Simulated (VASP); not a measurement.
# Ir (P6_3/mmc) in VASP: notebook

The runs below take Ir through single point, with PBEsol.

Everything below comes from runs of VASP 6.6.1. Logs are shortened: lines on timing, memory, paths and dates and some standing lists are left out, and cuts for length are marked.

### Step 1. The cell of the first run

The structure is hexagonal, space group P6_3/mmc (No. 194). The conventional cell has a = 2.776 Å, b = 2.776 Å, c = 4.502 Å, α = 90.00°, β = 90.00°, γ = 120.00°. Ir (site symmetry -6m2) has 12 Ir at 2.76 to 2.78 Å within 3.6 Å.

### Step 2. Single point, PBEsol

Input file INCAR:

```
SYSTEM = Ir
PREC = Accurate
ENCUT = 520
EDIFF = 1E-6
ISMEAR = -1
SIGMA = 0.1
LREAL = .False.
LASPH = .True.
NELM = 100
ALGO = Normal
ISIF = 2
LWAVE = .False.
LCHARG = .False.
GGA = PS
NBANDS = 16
```

Input file KPOINTS:

```
regular mesh
0
Gamma
  12 12 7
  0 0 0
```

Input file POSCAR:

```
Ir
1.0
    2.7756204650      0.0000000000      0.0000000000
   -1.3878102325      2.4037575884      0.0000000000
    0.0000000000      0.0000000000      4.5016073563
Ir
2
Direct
    0.6666666667      0.3333333333      0.7500000000
    0.3333333333      0.6666666667      0.2500000000
```

Potentials or basis: VASP PAW PBE potentials, release 64 (Ir).

Command:

```console
$ cat potpaw_PBE.64/Ir/POTCAR > POTCAR
$ mpirun -np 1 vasp_std > vasp.out
```

OUTCAR:

```text
SYSTEM = Ir
   PREC = Accurate
   ENCUT = 520
   EDIFF = 1E-6
   ISMEAR = -1
   LREAL = .False.
   LASPH = .True.
   NELM = 100
   ISIF = 2
   GGA = PS

 ion  position               nearest neighbor table
   1  0.667  0.333  0.750-   2 2.76   2 2.76   2 2.76   2 2.76   2 2.76   2 2.76
   2  0.333  0.667  0.250-   1 2.76   1 2.76   1 2.76   1 2.76   1 2.76   1 2.76

  LATTYP: Found a hexagonal cell.
 ALAT       =     2.7756204650
 C/A-ratio  =     1.6218382207

  Lattice vectors:

 A1 = (   2.7756204650,   0.0000000000,   0.0000000000)
 A2 = (  -1.3878102325,   2.4037575884,   0.0000000000)
 A3 = (   0.0000000000,   0.0000000000,   4.5016073563)

Analysis of symmetry for initial positions (statically):
=====================================================================
 Subroutine PRICEL returns:
 Original cell was already a primitive cell.

 Routine SETGRP: Setting up the symmetry group for a
 hexagonal supercell.

 Subroutine GETGRP returns: Found 24 space group operations
 (whereof 12 operations were pure point group operations)
 out of a pool of 24 trial point group operations.

The static configuration has the point symmetry D_3d.
 The point group associated with its full space group is D_6h.

Analysis of symmetry for dynamics (positions and initial velocities):
=====================================================================
 Subroutine PRICEL returns:
 Original cell was already a primitive cell.

 Routine SETGRP: Setting up the symmetry group for a
 hexagonal supercell.

 Subroutine GETGRP returns: Found 24 space group operations
 (whereof 12 operations were pure point group operations)
 out of a pool of 24 trial point group operations.

The dynamic configuration has the point symmetry D_3d.
 The point group associated with its full space group is D_6h.

 Subroutine INISYM returns: Found 24 space group operations
 (whereof 12 operations are pure point group operations),
 and found     1 'primitive' translations

----------------------------------------------------------------------------------------

                                     Primitive cell

  volume of cell :      30.0344

  direct lattice vectors                    reciprocal lattice vectors
     2.775620465  0.000000000  0.000000000     0.360279805  0.208007664  0.000000000
    -1.387810232  2.403757588  0.000000000     0.000000000  0.416015327  0.000000000
[... 78 lines left out ...]
   ICHARG =      2    charge: 1-file 2-atom 10-const
   ISPIN  =      1    spin polarized calculation?
   LNONCOLLINEAR =      F non collinear calculations
   LSORBIT =      F    spin-orbit coupling
   LASPH  =      T    aspherical Exc in radial PAW
   ENCUT  =  520.0 eV  38.22 Ry    6.18 a.u.   5.16  5.16  8.37*2*pi/ulx,y,z
   NELM   =    100;   NELMIN=  2; NELMDL= -5     # of ELM steps
   EDIFF  = 0.1E-05   stopping-criterion for ELM
   LREAL  =      F    real-space projection
   EDIFFG = 0.1E-04   stopping-criterion for IOM
   NSW    =      0    number of steps for IOM
   IBRION =     -1    ionic relax: 0-MD 1-quasi-New 2-CG
   NFREE  =      0    steps in history (QN), initial steepest desc. (CG)
   ISIF   =      2    stress and relaxation
   ISYM   =      2    0-nonsym 1-usesym 2-fastsym
   POTIM  = 0.5000    time-step for ionic-motion
   TEBEG  =    0.0;   TEEND  =   0.0 temperature during run
   PSTRESS=    0.0 pullay stress
   NELECT =      18.0000    total number of electrons
   NUPDOWN=      -1.0000    fix difference up-down
   EMIN   =  10.00;   EMAX   =-10.00  energy-range for DOS
   EFERMI =   0.00;   METHOD = LEGACY
   ISMEAR =    -1;   SIGMA  =   0.10  broadening in eV -4-tet -1-fermi 0-gaus
   EFERMI_NEDOS =   21; number of points for ismear=-14 and -15
   IALGO  =     38    algorithm
   IMIX   =      4    mixing-type and parameters
     AMIX     =   0.40;   BMIX     =  1.00
     AMIX_MAG =   1.60;   BMIX_MAG =  1.00
  volume/ion in A,a.u.               =      15.02       101.34
  Fermi-wavevector in a.u.,A,eV,Ry     =   1.380256  2.608305 25.920538  1.905106
  Thomas-Fermi vector in A             =   2.505150
   LORBIT       =      0    0 simple, 1 ext, 2 COOP (PROOUT), +10 PAW based schemes
   GGA     = PS    functional components
   LHFCALC =     F    Hartree Fock is set to
   AEXX    =    0.0000 exact exchange contribution
   IVDW    =     0    specifies the selected vdW correction
   LEPSILON=     F    determine dielectric tensor
   LRPA    =     F    only Hartree local field effects (RPA)
 non-spin polarized calculation
  energy-cutoff  :      520.00
  volume of cell :       30.03
 maximum number of plane-waves:       823
 NGX is ok and might be reduce to    24
   NGX = 11   NGY = 11   NGZ = 17

 number of electron      18.0000000 magnetization

 Free energy of the ion-electron system (eV)
  ---------------------------------------------------
  ext. energy  EPLUGINS =         0.00000000
  ---------------------------------------------------
  free energy    TOTEN  =       -19.42014173 eV

  energy without entropy =      -19.34012820  energy(sigma->0) =      -19.38013497

 E-fermi :   9.3463     XC(G=0): -13.7529

 val. band max:        9.3357850808   @ k =   0.1667   0.1667   0.4286
 cond. band min:       9.3489303001   @ k =   0.2500   0.2500   0.1429
 fundamental gap:      0.0131452193
 Fermi energy:         9.3463273626

 k-point     1 :       0.0000    0.0000    0.0000
  band No.  band energies     occupation
      1      -1.3175      2.00000
      2       1.7367      2.00000
      3       5.7236      2.00000
      4       5.8271      2.00000
      5       5.8271      2.00000
      6       6.4267      2.00000
[... 433 lines left out ...]
      3       3.7937      2.00000
      4       4.8116      2.00000
      5       5.9221      2.00000
      6       6.0076      2.00000
[... 8 lines left out ...]
     15      23.1768      0.00000
     16      23.8026      0.00000

 [... further k-points ...]
[... 5 lines left out ...]
  --------------------------------------------------------------------------------------
  -------------------------------------------------------------------------------------
  Total       -3.6616234     -3.6616227     -3.6444731      0.0000000      0.0000000      0.0000000
  in kB     -195.3286289   -195.3285890   -194.4137465      0.0000000      0.0000000      0.0000000
  external PRESSURE =    -195.0236548 kB  Pullay stress =       0.0000000 kB

 VOLUME and BASIS-vectors are now :
 -----------------------------------------------------------------------------
  energy-cutoff  :      520.00
  volume of cell :       30.03
      direct lattice vectors                 reciprocal lattice vectors
     2.775620465  0.000000000  0.000000000     0.360279805  0.208007664  0.000000000
    -1.387810232  2.403757588  0.000000000     0.000000000  0.416015327  0.000000000
     0.000000000  0.000000000  4.501607356     0.000000000  0.000000000  0.222142875

 POSITION                                       TOTAL-FORCE (eV/Angst)
 -----------------------------------------------------------------------------------
      1.38781      0.80125      3.37621         0.000000      0.000000      0.000000
     -0.00000      1.60251      1.12540        -0.000000     -0.000000      0.000000
 -----------------------------------------------------------------------------------
    total drift:                               -0.000000      0.000000     -0.000000

  FREE ENERGIE OF THE ION-ELECTRON SYSTEM (eV)
  ---------------------------------------------------
  free  energy   TOTEN  =       -19.4201417307 eV

  energy  without entropy=      -19.3401282026  energy(sigma->0) =      -19.38013497
```

It took 25 s on 1 thread of Intel Xeon Platinum 8375C at 2.90GHz (Ice Lake), shared host; peak memory 0.17 GiB.

Results:

- Free energy: -19.4201 eV
- Pressure: -19.5 GPa
- Band gap on the k mesh: zero (band 9 reaches 10.22 eV, above the bottom of band 10 at 7.19 eV)

Caveat: the PAW data sets were made with another functional, which shifts forces and pressure a little; spin-orbit coupling is left out, which moves the levels of the heavy elements.

### Step 3. Single point, PBEsol

This run uses another cell than the first one, of 15.41 Å³/atom, 1.026 times its volume.

Input file INCAR:

```
PREC = Accurate
ENCUT = 520
EDIFF = 1E-6
ISMEAR = -1
SIGMA = 0.1
LREAL = F
LASPH = T
NELM = 80
ALGO = Normal
ISIF = 2
LWAVE = F
LCHARG = F
GGA = PS
NBANDS = 16
```

Input file KPOINTS:

```
Automatic mesh
0
Gamma
  12 12 7
```

Input file POSCAR:

```
Ir
1.0
    2.7994466987      0.0000000000      0.0000000000
   -1.3997233494      2.4243917100      0.0000000000
    0.0000000000      0.0000000000      4.5402496528
Ir
2
Direct
    0.6666666667      0.3333333333      0.7500000000
    0.3333333333      0.6666666667      0.2500000000
```

Potentials or basis: VASP PAW PBE potentials, release 64 (Ir).

Command:

```console
$ cat potpaw_PBE.64/Ir/POTCAR > POTCAR
$ mpirun -np 1 vasp_std > vasp.out
```

OUTCAR:

```text
PREC = Accurate
   ENCUT = 520
   EDIFF = 1E-6
   ISMEAR = -1
   LREAL = F
   LASPH = T
   NELM = 80
   ISIF = 2
   GGA = PS

 ion  position               nearest neighbor table
   1  0.667  0.333  0.750-   2 2.79   2 2.79   2 2.79   2 2.79   2 2.79   2 2.79
   2  0.333  0.667  0.250-   1 2.79   1 2.79   1 2.79   1 2.79   1 2.79   1 2.79

  LATTYP: Found a hexagonal cell.
 ALAT       =     2.7994466987
 C/A-ratio  =     1.6218382207

  Lattice vectors:

 A1 = (   2.7994466987,   0.0000000000,   0.0000000000)
[... 193 lines left out ...]
      6       6.1221      2.00000
[... 433 lines left out ...]
      3       3.5819      2.00000
      4       4.5677      2.00000
      5       5.6342      2.00000
      6       5.7217      2.00000
[... 8 lines left out ...]
     15      22.5587      0.00000
     16      23.2051      0.00000

 [... further k-points ...]
[... 5 lines left out ...]
  --------------------------------------------------------------------------------------
  -------------------------------------------------------------------------------------
  Total       -5.0214347     -5.0214337     -5.0492453      0.0000000      0.0000000      0.0000000
  in kB     -261.0860534   -261.0860001   -262.5320483      0.0000000      0.0000000      0.0000000
  external PRESSURE =    -261.5680340 kB  Pullay stress =       0.0000000 kB

 VOLUME and BASIS-vectors are now :
 -----------------------------------------------------------------------------
  energy-cutoff  :      520.00
  volume of cell :       30.81
      direct lattice vectors                 reciprocal lattice vectors
     2.799446699  0.000000000  0.000000000     0.357213445  0.206237300  0.000000000
    -1.399723349  2.424391710  0.000000000     0.000000000  0.412474600  0.000000000
     0.000000000  0.000000000  4.540249653     0.000000000  0.000000000  0.220252206

 POSITION                                       TOTAL-FORCE (eV/Angst)
 -----------------------------------------------------------------------------------
      1.39972      0.80813      3.40519         0.000000      0.000000      0.000000
     -0.00000      1.61626      1.13506        -0.000000     -0.000000      0.000000
 -----------------------------------------------------------------------------------
    total drift:                               -0.000000      0.000000     -0.000000

  FREE ENERGIE OF THE ION-ELECTRON SYSTEM (eV)
  ---------------------------------------------------
  free  energy   TOTEN  =       -19.3087179909 eV

  energy  without entropy=      -19.2244404785  energy(sigma->0) =      -19.26657923
```

OSZICAR:

```text
N       E                     dE             d eps       ncg     rms          rms(c)
DAV:   1     0.140402420620E+03    0.14040E+03   -0.84165E+03  2432   0.112E+03
DAV:   2    -0.166862182118E+02   -0.15709E+03   -0.14098E+03  2432   0.304E+02
DAV:   3    -0.205956760131E+02   -0.39095E+01   -0.38443E+01  3320   0.567E+01
DAV:   4    -0.206362218631E+02   -0.40546E-01   -0.40535E-01  2736   0.501E+00
DAV:   5    -0.206373281451E+02   -0.11063E-02   -0.11063E-02  3408   0.853E-01    0.181E+01
DAV:   6    -0.194841144838E+02    0.11532E+01   -0.16568E+00  3032   0.162E+01    0.678E+00
DAV:   7    -0.193213636115E+02    0.16275E+00   -0.37659E-01  3280   0.715E+00    0.217E+00
DAV:   8    -0.193161272813E+02    0.52363E-02   -0.44389E-03  2720   0.544E-01    0.161E+00
DAV:   9    -0.193087188912E+02    0.74084E-02   -0.53190E-03  3032   0.920E-01    0.290E-02
DAV:  10    -0.193087178806E+02    0.10106E-05   -0.47595E-05  3792   0.675E-02    0.135E-02
DAV:  11    -0.193087179909E+02   -0.11023E-06   -0.30980E-06  3184   0.177E-02
   1 F= -.19308718E+02 E0= -.19266579E+02  d E =-.842775E-01
```

It took 25 s on 1 thread of Intel Xeon Platinum 8375C at 2.90GHz (Ice Lake), shared host; peak memory 0.17 GiB.

What came out:

* Free energy: -19.3087 eV
* Pressure: -26.2 GPa
* Band gap on the k mesh: zero (band 9 reaches 9.75 eV, above the bottom of band 10 at 6.85 eV)

Stress tensor (GPa, compression positive):
```
-26.11   0.00   0.00
  0.00 -26.11   0.00
  0.00   0.00 -26.25
```

Levels at points of the mesh, in eV from the Fermi level:
| k point | band 5 | band 6 | band 7 | band 8 | band 9 | band 10 | band 11 | band 12 | band 13 | band 14 |
| --- | --- | --- | --- | --- | --- | --- | --- | --- | --- | --- |
| (0.00, 0.00, 0.00) | -3.37 | -2.80 | -2.80 | -2.09 | -2.09 | -0.64 | 0.24 | 0.24 | 6.28 | 14.33 |
| (0.50, 0.00, 0.00) | -3.15 | -3.10 | -2.65 | 0.61 | 0.83 | 0.97 | 2.64 | 3.98 | 7.71 | 9.64 |

Caveat: the PAW data sets were made with another functional, which shifts forces and pressure a little; spin-orbit coupling is left out, which moves the levels of the heavy elements.

### Step 4. Single point, PBEsol

This run uses another cell than the first one, of 15.80 Å³/atom, 1.052 times its volume.

Input file INCAR:

```
PREC     = Accurate       # precision mode
ENCUT    = 520            # plane-wave cutoff, eV
EDIFF    = 1E-6           # SCF threshold, eV
ISMEAR   = -1             # smearing method
SIGMA    = 0.1            # smearing width, eV
LREAL    = False          # projectors in reciprocal space
LASPH    = True           # aspherical terms in the spheres
NELM     = 60             # most SCF steps
ALGO     = Normal         # electronic algorithm
ISIF     = 2              # what is computed and relaxed
LWAVE    = False          # write WAVECAR
LCHARG   = False          # write CHGCAR
GGA      = PS             # functional
NBANDS   = 16             # bands
```

Input file KPOINTS:

```
regular mesh
0
Gamma
  12 12 7
```

Input file POSCAR:

```
Ir
1.0
    2.8228741201      0.0000000000      0.0000000000
   -1.4114370601      2.4446804500      0.0000000000
    0.0000000000      0.0000000000      4.5782451403
Ir
2
Direct
    0.6666666667      0.3333333333      0.7500000000
    0.3333333333      0.6666666667      0.2500000000
```

Potentials or basis: VASP PAW PBE potentials, release 64 (Ir).

Command:

```console
$ cat potpaw_PBE.64/Ir/POTCAR > POTCAR
$ mpirun -np 1 vasp_std > vasp.out
```

OUTCAR:

```text
PREC = Accurate
   ENCUT = 520
   EDIFF = 1E-6
   ISMEAR = -1
   LREAL = False
   LASPH = True
   NELM = 60
   ISIF = 2
   GGA = PS

 ion  position               nearest neighbor table
   1  0.667  0.333  0.750-   2 2.81   2 2.81   2 2.81   2 2.81   2 2.81   2 2.81
   2  0.333  0.667  0.250-   1 2.81   1 2.81   1 2.81   1 2.81   1 2.81   1 2.81

  LATTYP: Found a hexagonal cell.
 ALAT       =     2.8228741201
 C/A-ratio  =     1.6218382207

  Lattice vectors:

 A1 = (   2.8228741201,   0.0000000000,   0.0000000000)
[... 628 lines left out ...]
      4       4.3354      2.00000
      5       5.3604      2.00000
      6       5.4489      2.00000
[... 8 lines left out ...]
     15      21.9706      0.00000
     16      22.6086      0.00000

 [... further k-points ...]
[... 5 lines left out ...]
  --------------------------------------------------------------------------------------
  -------------------------------------------------------------------------------------
  Total       -6.2344608     -6.2344595     -6.3021524      0.0000000      0.0000000     -0.0000000
  in kB     -316.1526492   -316.1525846   -319.5853239      0.0000000      0.0000000     -0.0000000
  external PRESSURE =    -317.2968526 kB  Pullay stress =       0.0000000 kB

 VOLUME and BASIS-vectors are now :
 -----------------------------------------------------------------------------
  energy-cutoff  :      520.00
  volume of cell :       31.59
      direct lattice vectors                 reciprocal lattice vectors
     2.822874120  0.000000000  0.000000000     0.354248882  0.204525708  0.000000000
    -1.411437060  2.444680450  0.000000000     0.000000000  0.409051416  0.000000000
     0.000000000  0.000000000  4.578245140     0.000000000  0.000000000  0.218424302

 POSITION                                       TOTAL-FORCE (eV/Angst)
 -----------------------------------------------------------------------------------
      1.41144      0.81489      3.43368        -0.000000      0.000000      0.000000
     -0.00000      1.62979      1.14456         0.000000     -0.000000      0.000000
 -----------------------------------------------------------------------------------
    total drift:                               -0.000000      0.000000     -0.000000

  FREE ENERGIE OF THE ION-ELECTRON SYSTEM (eV)
  ---------------------------------------------------
  free  energy   TOTEN  =       -19.1675797180 eV

  energy  without entropy=      -19.0789318791  energy(sigma->0) =      -19.12325580
```

OSZICAR:

```text
N       E                     dE             d eps       ncg     rms          rms(c)
DAV:   1     0.138162809589E+03    0.13816E+03   -0.83965E+03  2432   0.111E+03
DAV:   2    -0.165546547346E+02   -0.15472E+03   -0.13866E+03  2432   0.301E+02
DAV:   3    -0.204768103797E+02   -0.39222E+01   -0.38463E+01  3408   0.561E+01
DAV:   4    -0.205190360695E+02   -0.42226E-01   -0.42218E-01  2720   0.505E+00
DAV:   5    -0.205201904181E+02   -0.11543E-02   -0.11543E-02  3432   0.868E-01    0.170E+01
DAV:   6    -0.193339149817E+02    0.11863E+01   -0.17690E+00  3016   0.166E+01    0.623E+00
DAV:   7    -0.191797783440E+02    0.15414E+00   -0.36490E-01  3304   0.698E+00    0.220E+00
DAV:   8    -0.191746014879E+02    0.51769E-02   -0.42446E-03  2728   0.529E-01    0.162E+00
DAV:   9    -0.191675793091E+02    0.70222E-02   -0.50027E-03  3000   0.890E-01    0.305E-02
DAV:  10    -0.191675791523E+02    0.15681E-06   -0.47713E-05  3856   0.677E-02    0.130E-02
DAV:  11    -0.191675797180E+02   -0.56572E-06   -0.25965E-06  3112   0.158E-02
   1 F= -.19167580E+02 E0= -.19123256E+02  d E =-.886478E-01
```

It took 25 s on 1 thread of Intel Xeon Platinum 8375C at 2.90GHz (Ice Lake), shared host; peak memory 0.18 GiB.

What came out:

```yaml
Free_energy: -19.1676 eV
Pressure: -31.7 GPa
Band_gap_on_the_k_mesh: zero (band 9 reaches 9.31 eV, above the bottom of band 10 at 6.54 eV)
```

Stress tensor (GPa, compression positive):
```
-31.62   0.00   0.00
  0.00 -31.62   0.00
  0.00   0.00 -31.96
```

Caveat: the PAW data sets were made with another functional, which shifts forces and pressure a little; spin-orbit coupling is left out, which moves the levels of the heavy elements.

### Step 5. The runs side by side

```tsv
cell	gap on the mesh (eV)	pressure (GPa)
a = 2.776, b = 2.776, c = 4.502 Å, angles 90.0, 90.0, 120.0°, 2 atoms	none	-19.5
a = 2.799, b = 2.799, c = 4.540 Å, angles 90.0, 90.0, 120.0°, 2 atoms	none	-26.2
a = 2.823, b = 2.823, c = 4.578 Å, angles 90.0, 90.0, 120.0°, 2 atoms	none	-31.7
```

Alike in all rows: task single point; level PBEsol; potentials or basis VASP PAW PBE potentials, release 64 (Ir); no spin polarisation; k mesh 12 × 12 × 7; cutoff (eV) 520; smearing fermi-dirac 0.1 eV.

Caveats: the PAW data sets were made with another functional, which shifts forces and pressure a little; spin-orbit coupling is left out, which moves the levels of the heavy elements.

Total energies depend on the potentials used, so only differences within one code and one set of settings carry meaning.
